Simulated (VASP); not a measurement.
GaN:

```
Ga N
1.0
     0.00000    2.22304    2.22304
     2.22304    0.00000    2.22304
     2.22304    2.22304    0.00000
Ga N
1 1
Direct
  0.00000 0.00000 0.00000
  0.25000 0.25000 0.25000
```

Base run:

* Program: VASP 6.6.1
* Functional: PBEsol
* Dispersion: D3(BJ)
* Potentials or basis: VASP PAW PBE potentials, release 64 (Ga_d, N)
* Cutoff: 520 eV
* k mesh: 10 × 10 × 10
* Occupations: fermi-dirac, width 0.05 eV
* Spin: no spin polarisation

Its results: band gap on the k mesh 1.94 eV, direct; pressure 3.4 GPa.

**Question.** After a change of settings the same cell gave: band gap on the k mesh 2.03 eV, direct; pressure 8.6 GPa. Which change was it?
A. functional from PBEsol to r2SCAN; further incar settings from ALGO = Normal; EDIFF = 1e-07; NBANDS = 16 to ALGO = Normal; EDIFF = 1e-06; NBANDS = 16
B. functional from PBEsol to PBE; further incar settings from ALGO = Normal; EDIFF = 1e-07; NBANDS = 16 to ALGO = Normal; EDIFF = 1e-06; NBANDS = 16
C. functional from PBEsol to BLYP; further incar settings from ALGO = Normal; EDIFF = 1e-07; NBANDS = 16 to ALGO = Normal; EDIFF = 1e-06; NBANDS = 16
D. functional from PBEsol to revPBE

**Answer.** D.

revPBE binds less tightly than PBEsol, so the same cell stands under more pressure.

Caveats: the PAW data sets were made with another functional, which shifts forces and pressure a little.
